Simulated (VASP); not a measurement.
# Al (P6/mmm) in VASP: a series of runs

Al is run at these levels: PBEsol; tasks: single point, relaxation of cell and atoms.

Program: VASP 6.6.1. These are calculated values, not measurements. Logs are shortened: lines on timing, memory, paths and dates and some standing lists are left out, and cuts for length are marked.

### 1 The cell of the first run

Symmetry: P6/mmm, No. 191, hexagonal system. Conventional cell: a = 2.765 Å, b = 2.765 Å, c = 2.766 Å, α = 90.00°, β = 90.00°, γ = 120.00°. Al (site symmetry 6/mmm) has 8 Al at 2.76 to 2.77 Å within 3.6 Å.

### 2 Single point, PBEsol

Contents of INCAR:

```
  PREC = Accurate
  ENCUT = 520
  EDIFF = 1E-7
  ISMEAR = 0
  SIGMA = 0.1
  LREAL = False
  LASPH = True
  NELM = 100
  ALGO = Normal
  ISIF = 2
  LWAVE = False
  LCHARG = False
  GGA = PS
  NBANDS = 8
```

Contents of KPOINTS:

```
Automatic mesh
0
Gamma
  9 9 6
```

Contents of POSCAR:

```
Al
1.0
    2.7649226996      0.0000000000      0.0000000000
   -1.3824613498      2.3944932974      0.0000000000
    0.0000000000      0.0000000000      2.7658947251
Al
1
Direct
    0.0000000000      0.0000000000      0.0000000000
```

Potentials or basis: VASP PAW PBE potentials, release 64 (Al).

Run with:

```bash
cat potpaw_PBE.64/Al/POTCAR > POTCAR
mpirun -np 1 vasp_std > vasp.out
```

OUTCAR:

```text
PREC = Accurate
   ENCUT = 520
   EDIFF = 1E-7
   ISMEAR = 0
   LREAL = False
   LASPH = True
   NELM = 100
   ISIF = 2
   GGA = PS

 ion  position               nearest neighbor table
   1  0.000  0.000  0.000-

  LATTYP: Found a hexagonal cell.
 ALAT       =     2.7649226996
 C/A-ratio  =     1.0003515561

  Lattice vectors:

 A1 = (   2.7649226996,   0.0000000000,   0.0000000000)
 A2 = (  -1.3824613498,   2.3944932974,   0.0000000000)
 A3 = (   0.0000000000,   0.0000000000,   2.7658947251)

Analysis of symmetry for initial positions (statically):
=====================================================================
 Subroutine PRICEL returns:
 Original cell was already a primitive cell.

 Routine SETGRP: Setting up the symmetry group for a
 hexagonal supercell.

 Subroutine GETGRP returns: Found 24 space group operations
 (whereof 24 operations were pure point group operations)
 out of a pool of 24 trial point group operations.

The static configuration has the point symmetry D_6h.

Analysis of symmetry for dynamics (positions and initial velocities):
=====================================================================
 Subroutine PRICEL returns:
 Original cell was already a primitive cell.

 Routine SETGRP: Setting up the symmetry group for a
 hexagonal supercell.

 Subroutine GETGRP returns: Found 24 space group operations
 (whereof 24 operations were pure point group operations)
 out of a pool of 24 trial point group operations.

The dynamic configuration has the point symmetry D_6h.

 Subroutine INISYM returns: Found 24 space group operations
 (whereof 24 operations are pure point group operations),
 and found     1 'primitive' translations

----------------------------------------------------------------------------------------

                                     Primitive cell

  volume of cell :      18.3119

  direct lattice vectors                    reciprocal lattice vectors
     2.764922700  0.000000000  0.000000000     0.361673764  0.208812445  0.000000000
    -1.382461350  2.394493297  0.000000000     0.000000000  0.417624890  0.000000000
     0.000000000  0.000000000  2.765894725     0.000000000  0.000000000  0.361546660

  length of vectors
     2.764922700  2.764922700  2.765894725     0.417624890  0.417624890  0.361546660

  position of ions in fractional coordinates (direct lattice)
     0.000000000  0.000000000  0.000000000

  ion indices of the primitive-cell ions
   primitive index   ion index
                 1           1

----------------------------------------------------------------------------------------

 KPOINTS: Automatic mesh

Automatic generation of k-mesh.
 Grid dimensions read from file:
 generate k-points for:    9    9    6

 Generating k-lattice:

  Cartesian coordinates                     Fractional coordinates (reciprocal lattice)
     0.040185974  0.023201383  0.000000000     0.111111111  0.000000000  0.000000000
     0.000000000  0.046402766  0.000000000     0.000000000  0.111111111  0.000000000
     0.000000000  0.000000000  0.060257777     0.000000000  0.000000000  0.166666667

  Length of vectors
     0.046402766  0.046402766  0.060257777

  Shift w.r.t. Gamma in fractional coordinates (k-lattice)
     0.000000000  0.000000000  0.000000000

 Subroutine IBZKPT returns following result:
 ===========================================

 Found     48 irreducible k-points:

 Following reciprocal coordinates:
            Coordinates               Weight
  0.000000  0.000000  0.000000      1.000000
  0.111111  0.000000  0.000000      6.000000
  0.222222  0.000000  0.000000      6.000000
  0.333333  0.000000  0.000000      6.000000
  0.444444  0.000000  0.000000      6.000000
  0.111111  0.111111  0.000000      6.000000
[... 16 lines left out ...]
  0.333333  0.222222  0.166667     24.000000
  0.333333  0.333333  0.166667      4.000000
 [... further k-points ...]
   k-points           NKPTS =     48   k-points in BZ     NKDIM =     48   number of bands    NBANDS=      8
   number of dos      NEDOS =    301   number of ions     NIONS =      1
   total plane-waves  NPLWV =  13824
   dimension x,y,z NGX =    24 NGY =   24 NGZ =   24
   dimension x,y,z NGXF=    48 NGYF=   48 NGZF=   48
   ions per type =               1
   NGX,Y,Z   is equivalent  to a cutoff of  14.43, 14.43, 14.43 a.u.
   NGXF,Y,Z  is equivalent  to a cutoff of  28.86, 28.86, 28.85 a.u.
 SYSTEM =  unknown system
   PREC   = accura    normal or accurate (medium, high low for compatibility)
   ISTART =      0    job   : 0-new  1-cont  2-samecut
   ICHARG =      2    charge: 1-file 2-atom 10-const
   ISPIN  =      1    spin polarized calculation?
   LNONCOLLINEAR =      F non collinear calculations
   LSORBIT =      F    spin-orbit coupling
   LASPH  =      T    aspherical Exc in radial PAW
   ENCUT  =  520.0 eV  38.22 Ry    6.18 a.u.   5.14  5.14  5.14*2*pi/ulx,y,z
   NELM   =    100;   NELMIN=  2; NELMDL= -5     # of ELM steps
   EDIFF  = 0.1E-06   stopping-criterion for ELM
   LREAL  =      F    real-space projection
   EDIFFG = 0.1E-05   stopping-criterion for IOM
   NSW    =      0    number of steps for IOM
   IBRION =     -1    ionic relax: 0-MD 1-quasi-New 2-CG
   NFREE  =      0    steps in history (QN), initial steepest desc. (CG)
   ISIF   =      2    stress and relaxation
   ISYM   =      2    0-nonsym 1-usesym 2-fastsym
   POTIM  = 0.5000    time-step for ionic-motion
   TEBEG  =    0.0;   TEEND  =   0.0 temperature during run
   PSTRESS=    0.0 pullay stress
   NELECT =       3.0000    total number of electrons
   NUPDOWN=      -1.0000    fix difference up-down
   EMIN   =  10.00;   EMAX   =-10.00  energy-range for DOS
   EFERMI =   0.00;   METHOD = LEGACY
   ISMEAR =     0;   SIGMA  =   0.10  broadening in eV -4-tet -1-fermi 0-gaus
   EFERMI_NEDOS =   21; number of points for ismear=-14 and -15
   IALGO  =     38    algorithm
   IMIX   =      4    mixing-type and parameters
     AMIX     =   0.40;   BMIX     =  1.00
     AMIX_MAG =   1.60;   BMIX_MAG =  1.00
  volume/ion in A,a.u.               =      18.31       123.57
  Fermi-wavevector in a.u.,A,eV,Ry     =   0.895786  1.692791 10.917769  0.802433
  Thomas-Fermi vector in A             =   2.018163
   LORBIT       =      0    0 simple, 1 ext, 2 COOP (PROOUT), +10 PAW based schemes
   GGA     = PS    functional components
   LHFCALC =     F    Hartree Fock is set to
   AEXX    =    0.0000 exact exchange contribution
   IVDW    =     0    specifies the selected vdW correction
   LEPSILON=     F    determine dielectric tensor
   LRPA    =     F    only Hartree local field effects (RPA)
 non-spin polarized calculation
 Gauss-broadening in eV      SIGMA  =   0.10
  energy-cutoff  :      520.00
  volume of cell :       18.31
 maximum number of plane-waves:       527
 NGX is ok and might be reduce to    24
   NGX = 11   NGY = 11   NGZ = 11

 number of electron       3.0000000 magnetization

 Free energy of the ion-electron system (eV)
  ---------------------------------------------------
  ext. energy  EPLUGINS =         0.00000000
  ---------------------------------------------------
  free energy    TOTEN  =        -3.86502898 eV

  energy without entropy =       -3.86407122  energy(sigma->0) =       -3.86455010

 E-fermi :   6.5712     XC(G=0):  -9.8463

 val. band max:        6.5181482294   @ k =   0.4444   0.0000   0.5000
 cond. band min:       6.7936112446   @ k =   0.2222   0.1111   0.3333
 fundamental gap:      0.2754630152
 Fermi energy:         6.5711596618

 k-point     1 :       0.0000    0.0000    0.0000
  band No.  band energies     occupation
      1      -3.6096      2.00000
      2      14.1506      0.00000
      3      14.4772      0.00000
      4      19.6573      0.00000
      5      19.6573      0.00000
      6      19.8377      0.00000
      7      19.8377      0.00000
      8      23.5109      0.00000

 k-point     2 :       0.1111    0.0000    0.0000
  band No.  band energies     occupation
      1      -3.2916      2.00000
      2      13.8589      0.00000
      3      14.7477      0.00000
      4      16.3022      0.00000
      5      17.6022      0.00000
      6      20.1145      0.00000
      7      22.4324      0.00000
      8      26.3204      0.00000

 k-point     3 :       0.2222    0.0000    0.0000
  band No.  band energies     occupation
      1      -2.3418      2.00000
      2      11.0555      0.00000
      3      15.0139      0.00000
      4      15.5598      0.00000
      5      16.0010      0.00000
      6      19.6542      0.00000
      7      25.6326      0.00000
      8      27.3568      0.00000

 k-point     4 :       0.3333    0.0000    0.0000
  band No.  band energies     occupation
      1      -0.7733      2.00000
      2       7.3953      0.00000
      3      14.7188      0.00000
      4      14.9368      0.00000
      5      16.9139      0.00000
      6      20.2838      0.00000
      7      24.1327      0.00000
      8      27.4143      0.00000

 k-point     5 :       0.4444    0.0000    0.0000
  band No.  band energies     occupation
      1       1.3931      2.00000
      2       4.1327      2.00000
      3      14.4059      0.00000
      4      14.4677      0.00000
      5      18.8020      0.00000
      6      21.2455      0.00000
      7      22.0079      0.00000
      8      24.5965      0.00000

 k-point     6 :       0.1111    0.1111    0.0000
  band No.  band energies     occupation
      1      -2.6577      2.00000
      2      12.7673      0.00000
      3      13.5383      0.00000
      4      15.2890      0.00000
      5      16.8458      0.00000
      6      21.5021      0.00000
      7      22.6548      0.00000
      8      28.6225      0.00000

 k-point     7 :       0.2222    0.1111    0.0000
  band No.  band energies     occupation
      1      -1.3986      2.00000
      2       9.4129      0.00000
      3      11.9265      0.00000
      4      16.3724      0.00000
      5      17.3645      0.00000
      6      21.2039      0.00000
      7      25.3540      0.00000
      8      25.8215      0.00000

 k-point     8 :       0.3333    0.1111    0.0000
  band No.  band energies     occupation
      1       0.4689      2.00000
      2       5.9256      2.00000
      3      11.1415      0.00000
      4      17.8604      0.00000
      5      17.9951      0.00000
      6      21.6583      0.00000
      7      22.8212      0.00000
      8      26.1404      0.00000

 k-point     9 :       0.4444    0.1111    0.0000
  band No.  band energies     occupation
      1       2.8609      2.00000
      2       2.9831      2.00000
      3      10.8739      0.00000
      4      17.9525      0.00000
      5      19.9665      0.00000
      6      20.3570      0.00000
      7      23.1320      0.00000
      8      23.9718      0.00000

 k-point    10 :       0.2222    0.2222    0.0000
  band No.  band energies     occupation
      1       0.1594      2.00000
      2       8.2091      0.00000
      3       8.3450      0.00000
      4      17.7251      0.00000
      5      19.0694      0.00000
      6      23.7502      0.00000
      7      24.3923      0.00000
      8      24.7704      0.00000
[... 78 lines left out ...]
 k-point    18 :       0.1111    0.1111    0.1667
  band No.  band energies     occupation
      1      -2.1346      2.00000
      2       9.9020      0.00000
      3      13.9899      0.00000
      4      14.5916      0.00000
      5      20.6218      0.00000
      6      21.8736      0.00000
      7      23.6260      0.00000
      8      25.9994      0.00000

 k-point    19 :       0.2222    0.1111    0.1667
  band No.  band energies     occupation
      1      -0.8797      2.00000
      2       9.5844      0.00000
      3      11.3359      0.00000
      4      13.3191      0.00000
      5      19.9664      0.00000
      6      22.4657      0.00000
      7      23.5928      0.00000
      8      24.5499      0.00000

 k-point    20 :       0.3333    0.1111    0.1667
  band No.  band energies     occupation
      1       0.9804      2.00000
      2       6.3934      1.98804
      3      11.3049      0.00000
      4      13.8395      0.00000
      5      18.1878      0.00000
      6      20.5206      0.00000
      7      23.7713      0.00000
      8      25.5694      0.00000

 k-point    21 :       0.4444    0.1111    0.1667
  band No.  band energies     occupation
      1       3.3369      2.00000
      2       3.5065      2.00000
      3      11.1839      0.00000
      4      15.6111      0.00000
      5      15.9659      0.00000
      6      20.0194      0.00000
      7      23.5175      0.00000
      8      27.3472      0.00000

 k-point    22 :       0.2222    0.2222    0.1667
  band No.  band energies     occupation
      1       0.6723      2.00000
      2       8.6749      0.00000
      3       8.6852      0.00000
      4      13.4410      0.00000
      5      20.4659      0.00000
      6      21.3010      0.00000
      7      23.4886      0.00000
      8      24.4258      0.00000

 k-point    23 :       0.3333    0.2222    0.1667
  band No.  band energies     occupation
      1       2.8128      2.00000
      2       5.5174      2.00000
      3       8.1491      0.00000
      4      15.3077      0.00000
      5      17.8322      0.00000
      6      20.4834      0.00000
      7      23.7394      0.00000
      8      26.7723      0.00000

 k-point    24 :       0.3333    0.3333    0.1667
  band No.  band energies     occupation
      1       5.1139      2.00000
      2       5.1139      2.00000
      3       5.4428      2.00000
      4      17.2476      0.00000
      5      17.7865      0.00000
      6      17.7865      0.00000
      7      26.3747      0.00000
      8      28.0195      0.00000

 [... further k-points ...]

------------------------ aborting loop because EDIFF is reached ----------------------------------------

  FORCE on cell =-STRESS in cart. coord.  units (eV):
  Direction    XX          YY          ZZ          XY          YZ          ZX
  --------------------------------------------------------------------------------------
  -------------------------------------------------------------------------------------
  Total        0.0111195      0.0111195      0.0190289      0.0000000      0.0000000     -0.0000000
  in kB        0.9728927      0.9728927      1.6649175      0.0000000      0.0000000     -0.0000000
  external PRESSURE =       1.2035676 kB  Pullay stress =       0.0000000 kB

 VOLUME and BASIS-vectors are now :
 -----------------------------------------------------------------------------
  energy-cutoff  :      520.00
  volume of cell :       18.31
      direct lattice vectors                 reciprocal lattice vectors
     2.764922700  0.000000000  0.000000000     0.361673764  0.208812445  0.000000000
    -1.382461350  2.394493297  0.000000000     0.000000000  0.417624890  0.000000000
     0.000000000  0.000000000  2.765894725     0.000000000  0.000000000  0.361546660

 POSITION                                       TOTAL-FORCE (eV/Angst)
 -----------------------------------------------------------------------------------
      0.00000      0.00000      0.00000        -0.000000      0.000000      0.000000
 -----------------------------------------------------------------------------------
    total drift:                                0.000000      0.000000      0.000000

  FREE ENERGIE OF THE ION-ELECTRON SYSTEM (eV)
  ---------------------------------------------------
  free  energy   TOTEN  =        -3.8650289783 eV

  energy  without entropy=       -3.8640712157  energy(sigma->0) =       -3.86455010
```

It took 3.5 s on 1 thread of Intel Xeon Platinum 8488C (Sapphire Rapids), shared host; peak memory 0.13 GiB.

Results:

```
Free energy : -3.8650 eV
Pressure    : 0.1 GPa
```

Levels at points of the mesh, in eV from the Fermi level:
| k point | band 1 | band 2 | band 3 | band 4 | band 5 |
| --- | --- | --- | --- | --- | --- |
| (0.00, 0.00, 0.00) | -10.18 | 7.58 | 7.91 | 13.09 | 13.09 |
| (0.00, 0.00, 0.50) | -6.15 | -4.67 | 15.30 | 15.30 | 16.61 |

Caveat: the k points lie up to 0.38 Å⁻¹ apart; the PAW data sets were made with another functional, which shifts forces and pressure a little.

### 3 Relaxation of cell and atoms, PBEsol

This run uses another cell than the first one, of 16.74 Å³/atom, 0.914 times its volume.

Contents of INCAR:

```
  PREC = Accurate
  ENCUT = 600
  EDIFF = 1E-7
  ISMEAR = 0
  SIGMA = 0.1
  LREAL = F
  LASPH = T
  NELM = 100
  ALGO = Normal
  ISIF = 3
  LWAVE = F
  LCHARG = F
  GGA = PS
  IBRION = 2
  NSW = 90
  EDIFFG = -0.04
```

Contents of KPOINTS:

```
regular mesh
0
Gamma
  9 9 6
```

Contents of POSCAR:

```
Al
1.0
    2.7452437044      0.0000000000      0.0000000000
   -1.3726218522      2.3774507876      0.0000000000
    0.0000000000      0.0000000000      2.5650870863
Al
1
Direct
    0.0000000000      0.0000000000      0.0000000000
```

Potentials or basis: VASP PAW PBE potentials, release 64 (Al).

Run with:

```bash
cat potpaw_PBE.64/Al/POTCAR > POTCAR
mpirun -np 1 vasp_std > vasp.out
```

Wall time 10 s (1 thread of Intel Xeon Platinum 8488C (Sapphire Rapids), shared host); peak memory 0.13 GiB.

The run converged. Its results:

| Item | Value |
| --- | --- |
| Free energy | -3.8650 eV |
| Relaxed volume | 18.35 Å³/atom |
| Relaxed cell | a = 2.766 Å, b = 2.766 Å, c = 2.769 Å, α = 90.00°, β = 90.00°, γ = 120.00° |
| Space group after relaxing (to 0.05 Å) | P6/mmm (No. 191) |
| Energy gained by relaxing | 93.9 meV/atom |
| Ionic steps | 8 |
| Pressure after relaxing | 0.0 GPa |

Stress tensor (GPa, compression positive):
```
 0.01  0.00  0.00
 0.00  0.01  0.00
 0.00  0.00 -0.11
```

Step by step:
```
step  energy change (eV)  largest force (eV/Å)  pressure (GPa)  volume (Å³)
   1              0.0000                0.0000            8.34        16.74
   2             -0.0843                0.0000           -1.58        18.86
   3             -0.0919                0.0000            0.61        18.23
   4             -0.0925                0.0000            0.93        18.14
   5             -0.0926                0.0000            1.17        18.07
   6             -0.0926                0.0000            1.08        18.09
   7             -0.0938                0.0000           -0.36        18.43
   8             -0.0939                0.0000           -0.03        18.35
```

Final structure:
```
Al
1.0
     2.76624    0.00000    0.00000
    -1.38312    2.39563    0.00000
     0.00000    0.00000    2.76922
Al
1
Cartesian
  0.0000 0.0000 0.0000
```

Levels at points of the mesh, in eV from the Fermi level:
| k point | band 1 | band 2 | band 3 | band 4 | band 5 |
| --- | --- | --- | --- | --- | --- |
| (0.00, 0.00, 0.00) | -10.17 | 7.56 | 7.87 | 13.08 | 13.08 |
| (0.00, 0.00, 0.50) | -6.16 | -4.66 | 15.28 | 15.28 | 16.58 |

Caveat: the k points lie up to 0.38 Å⁻¹ apart in the final cell; the PAW data sets were made with another functional, which shifts forces and pressure a little.
